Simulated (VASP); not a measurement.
# B in VASP: a series of runs

Runs on B. Level: PBEsol. Tasks: single point.

All numbers are computed with VASP 6.6.1; they aren't measurements. Logs are shortened: lines on timing, memory, paths and dates and some standing lists are left out, and cuts for length are marked.

### 1 The cell of the first run

The typed cell holds 8 atoms: a = 1.640 Å, b = 2.841 Å, c = 14.551 Å, α = 90.80°, β = 92.67°, γ = 89.99°.

### 2 Single point, PBEsol

INCAR reads:

```
SYSTEM = B
PREC = Accurate ; ENCUT = 500
EDIFF = 1E-6 ; ISMEAR = 0
SIGMA = 0.1 ; LREAL = .FALSE.
LASPH = .TRUE. ; NELM = 120
ALGO = Normal ; ISIF = 2
LWAVE = .FALSE. ; LCHARG = .FALSE.
GGA = PS ; NBANDS = 22
GGA_COMPAT = .FALSE.
```

KPOINTS reads:

```
regular mesh
0
G
  10 6 2
  0 0 0
```

POSCAR reads:

```
B
1.0
    1.6402151582      0.0000000000      0.0000000000
    0.0004111364      2.8412439922      0.0000000000
   -0.6767101896     -0.2034346523     14.5334608603
B
8
Direct
    0.0811414657      0.2549225644      0.8102124550
    0.9950679967      0.2583776802      0.3743125631
    0.6076687857      0.7596358281      0.8744712586
    0.4685533161      0.7536876347      0.3100625945
    0.9188585343      0.7450774356      0.1897875450
    0.5314466839      0.2463123653      0.6899374055
    0.3923312143      0.2403641719      0.1255287414
    0.0049320033      0.7416223198      0.6256874369
```

Potentials or basis: VASP PAW PBE potentials, release 64 (B).

On the command line:

```bash
$ cat potpaw_PBE.64/B/POTCAR > POTCAR
$ mpirun -np 1 vasp_std > vasp.out
```

OUTCAR:

```text
SYSTEM = B
   PREC = Accurate
   ENCUT = 500
   EDIFF = 1E-6
   ISMEAR = 0
   LREAL = .FALSE.
   LASPH = .TRUE.
   NELM = 120
   ISIF = 2
   GGA = PS

 ion  position               nearest neighbor table
   1  0.081  0.255  0.810-   3 1.89   3 1.89   3 1.89   3 1.89   6 1.93   6 1.93
   2  0.995  0.258  0.374-   4 1.89   4 1.89   4 1.89   4 1.89
   3  0.608  0.760  0.874-   1 1.89   1 1.89   1 1.89   1 1.89
   4  0.469  0.754  0.310-   2 1.89   2 1.89   2 1.89   2 1.89   5 1.93   5 1.93
   5  0.919  0.745  0.190-   7 1.89   7 1.89   7 1.89   7 1.89   4 1.93   4 1.93
   6  0.531  0.246  0.690-   8 1.89   8 1.89   8 1.89   8 1.89   1 1.93   1 1.93
   7  0.392  0.240  0.126-   5 1.89   5 1.89   5 1.89   5 1.89
   8  0.005  0.742  0.626-   6 1.89   6 1.89   6 1.89   6 1.89

  LATTYP: Found a triclinic cell.
 ALAT       =    15.0639248279
 B/A-ratio  =     0.1088836526
 C/A-ratio  =     0.1886124668
 COS(alpha) =     0.0001447030
 COS(beta)  =     0.0135427694
 COS(gamma) =     0.2626898734

  Lattice vectors:

 A1 = (  -3.9571405060,  -0.2034346523,  14.5334608603)
 A2 = (  -1.6402151582,   0.0000000000,   0.0000000000)
 A3 = (  -0.0004111364,  -2.8412439922,   0.0000000000)

Analysis of symmetry for initial positions (statically):
=====================================================================
 Subroutine PRICEL returns:
 Original cell was already a primitive cell.

 Routine SETGRP: Setting up the symmetry group for a
 triclinic supercell.

 Subroutine GETGRP returns: Found  2 space group operations
 (whereof  2 operations were pure point group operations)
 out of a pool of  2 trial point group operations.

The static configuration has the point symmetry S_2 .

Analysis of symmetry for dynamics (positions and initial velocities):
=====================================================================
 Subroutine PRICEL returns:
 Original cell was already a primitive cell.

 Routine SETGRP: Setting up the symmetry group for a
 triclinic supercell.

 Subroutine GETGRP returns: Found  2 space group operations
 (whereof  2 operations were pure point group operations)
 out of a pool of  2 trial point group operations.

The dynamic configuration has the point symmetry S_2 .

 Subroutine INISYM returns: Found  2 space group operations
[... 109 lines left out ...]
   EDIFF  = 0.1E-05   stopping-criterion for ELM
   LREAL  =      F    real-space projection
   EDIFFG = 0.1E-04   stopping-criterion for IOM
   NSW    =      0    number of steps for IOM
   IBRION =     -1    ionic relax: 0-MD 1-quasi-New 2-CG
   NFREE  =      0    steps in history (QN), initial steepest desc. (CG)
   ISIF   =      2    stress and relaxation
   ISYM   =      2    0-nonsym 1-usesym 2-fastsym
   POTIM  = 0.5000    time-step for ionic-motion
   TEBEG  =    0.0;   TEEND  =   0.0 temperature during run
   PSTRESS=    0.0 pullay stress
   NELECT =      24.0000    total number of electrons
   NUPDOWN=      -1.0000    fix difference up-down
   EMIN   =  10.00;   EMAX   =-10.00  energy-range for DOS
   EFERMI =   0.00;   METHOD = LEGACY
   ISMEAR =     0;   SIGMA  =   0.10  broadening in eV -4-tet -1-fermi 0-gaus
   EFERMI_NEDOS =   21; number of points for ismear=-14 and -15
   IALGO  =     38    algorithm
   IMIX   =      4    mixing-type and parameters
     AMIX     =   0.40;   BMIX     =  1.00
     AMIX_MAG =   1.60;   BMIX_MAG =  1.00
  volume/ion in A,a.u.               =       8.47        57.13
  Fermi-wavevector in a.u.,A,eV,Ry     =   1.158473  2.189196 18.259819  1.342059
  Thomas-Fermi vector in A             =   2.295074
   LORBIT       =      0    0 simple, 1 ext, 2 COOP (PROOUT), +10 PAW based schemes
   GGA     = PS    functional components
   LHFCALC =     F    Hartree Fock is set to
   AEXX    =    0.0000 exact exchange contribution
   IVDW    =     0    specifies the selected vdW correction
   LEPSILON=     F    determine dielectric tensor
   LRPA    =     F    only Hartree local field effects (RPA)
 non-spin polarized calculation
 Gauss-broadening in eV      SIGMA  =   0.10
  energy-cutoff  :      500.00
  volume of cell :       67.73
 maximum number of plane-waves:      1759
   NGX =  5   NGY = 11   NGZ = 53

 number of electron      24.0000000 magnetization

 Free energy of the ion-electron system (eV)
  ---------------------------------------------------
  ext. energy  EPLUGINS =         0.00000000
  ---------------------------------------------------
  free energy    TOTEN  =       -52.68501065 eV

  energy without entropy =      -52.67024265  energy(sigma->0) =      -52.67762665

 E-fermi :   5.2993     XC(G=0): -10.6032

 val. band max:        5.2831756285   @ k =  -0.4000   0.1667   0.5000
 cond. band min:       5.3104083569   @ k =  -0.4000   0.1667   0.5000
 fundamental gap:      0.0272327284
 Fermi energy:         5.2992691407

 k-point     1 :       0.0000    0.0000    0.0000
  band No.  band energies     occupation
      1     -12.4211      2.00000
      2     -12.4109      2.00000
      3     -10.3910      2.00000
      4     -10.3545      2.00000
      5      -5.4897      2.00000
      6      -5.3362      2.00000
[... 589 lines left out ...]
     21      13.2759      0.00000
     22      14.0193      0.00000

 [... further k-points ...]

------------------------ aborting loop because EDIFF is reached ----------------------------------------

  FORCE on cell =-STRESS in cart. coord.  units (eV):
  Direction    XX          YY          ZZ          XY          YZ          ZX
  --------------------------------------------------------------------------------------
  -------------------------------------------------------------------------------------
  Total        2.3031497     -1.3889129     -0.8816794     -0.0007107      0.0032708      0.0193243
  in kB       54.4821650    -32.8554333    -20.8565698     -0.0168115      0.0773716      0.4571258
  external PRESSURE =       0.2567206 kB  Pullay stress =       0.0000000 kB

 VOLUME and BASIS-vectors are now :
 -----------------------------------------------------------------------------
  energy-cutoff  :      500.00
  volume of cell :       67.73
      direct lattice vectors                 reciprocal lattice vectors
     1.640215158  0.000000000  0.000000000     0.609676112 -0.000088222  0.028386638
     0.000411136  2.841243992  0.000000000     0.000000000  0.351958509  0.004926601
    -0.676710190 -0.203434652 14.533460860     0.000000000  0.000000000  0.068806736

 POSITION                                       TOTAL-FORCE (eV/Angst)
 -----------------------------------------------------------------------------------
     -0.41508      0.55947     11.77519        -0.000148      0.002448      0.040103
      1.37893      0.65797      5.44006         0.000146     -0.002832     -0.083755
      0.40526      1.98041     12.70909         0.000087     -0.003355     -0.084376
      0.55902      2.07833      4.50628        -0.000274      0.002010      0.039250
      1.37900      2.07834      2.75827         0.000148     -0.002448     -0.040103
      0.40490      0.55948     10.02718         0.000274     -0.002010     -0.039250
      0.55866      0.65740      1.82437        -0.000087      0.003355      0.084376
     -0.41501      1.97984      9.09340        -0.000146      0.002832      0.083755
 -----------------------------------------------------------------------------------
    total drift:                               -0.000000     -0.000000     -0.000000

  FREE ENERGIE OF THE ION-ELECTRON SYSTEM (eV)
  ---------------------------------------------------
  free  energy   TOTEN  =       -52.6850106471 eV

  energy  without entropy=      -52.6702426519  energy(sigma->0) =      -52.67762665
```

stdout:

```text
POSCAR found type information on POSCAR B
 POSCAR found :  1 types and       8 ions
 scaLAPACK will be used
 -----------------------------------------------------------------------------
|                                                                             |
|                                                                             |
|     You enforced a specific xc type in the INCAR file but a different       |
|     I HOPE YOU KNOW WHAT YOU ARE DOING!                                     |
|                                                                             |
 -----------------------------------------------------------------------------

 LDA part: xc-table for (Slater+PW92), standard interpolation
 POSCAR, INCAR and KPOINTS ok, starting setup
 FFT: planning ... GRIDC
 FFT: planning ... GRID_SOFT
 FFT: planning ... GRID
 WAVECAR not read
 entering main loop
```

It took 34 s on 1 thread of Intel Xeon 6975P-C (Granite Rapids), shared host; peak memory 0.2 GiB.

Results:

```
Free energy            : -52.6850 eV
Pressure               : 0.0 GPa
Largest force          : 0.084 eV/Å
Band gap on the k mesh : zero (bands 12 and 13 overlap by 6.99 eV)
```

Forces in eV/Å, atoms in the order of the input:
```
B    0.000  0.002  0.040
B    0.000 -0.003 -0.084
B    0.000 -0.003 -0.084
B    0.000  0.002  0.039
B    0.000 -0.002 -0.040
B    0.000 -0.002 -0.039
B    0.000  0.003  0.084
B    0.000  0.003  0.084
```

Stress tensor (GPa, compression positive):
```
 5.45  0.00  0.05
 0.00 -3.29  0.01
 0.05  0.01 -2.09
```

Levels at points of the mesh, in eV from the Fermi level:
| k point | band 8 | band 9 | band 10 | band 11 | band 12 | band 13 | band 14 | band 15 | band 16 | band 17 |
| --- | --- | --- | --- | --- | --- | --- | --- | --- | --- | --- |
| (0.00, 0.00, 0.00) | -5.89 | -5.51 | -4.59 | -4.58 | -4.48 | -3.26 | -1.93 | 2.38 | 2.41 | 3.36 |
| (0.50, 0.00, 0.00) | -6.92 | 3.03 | 3.04 | 3.11 | 3.13 | 6.49 | 6.53 | 6.53 | 6.53 | 6.53 |
| (0.00, 0.50, 0.00) | -12.19 | -8.57 | -8.57 | -4.75 | -4.74 | -3.17 | -3.17 | 1.72 | 1.72 | 4.15 |
| (0.50, 0.50, 0.00) | -6.09 | 2.49 | 2.49 | 2.49 | 2.49 | 2.88 | 2.88 | 2.88 | 2.88 | 4.43 |
| (0.00, 0.00, 0.50) | -5.89 | -5.11 | -5.11 | -4.58 | -4.58 | -2.49 | -2.49 | 2.39 | 2.39 | 3.37 |
| (0.50, 0.00, 0.50) | -6.92 | 3.02 | 3.08 | 3.08 | 3.13 | 6.48 | 6.53 | 6.53 | 6.53 | 6.53 |
| (0.00, 0.50, 0.50) | -12.20 | -8.58 | -8.57 | -4.78 | -4.71 | -3.21 | -3.12 | 1.62 | 1.70 | 4.42 |
| (0.50, 0.50, 0.50) | -6.09 | 2.49 | 2.49 | 2.49 | 2.49 | 2.88 | 2.88 | 2.88 | 2.88 | 4.43 |

Caveat: the k points lie up to 0.38 Å⁻¹ apart, too coarse for converged energies and pressures of a metal; the PAW data sets were made with another functional, which shifts forces and pressure a little.

(Continued in part 2 of 2.)
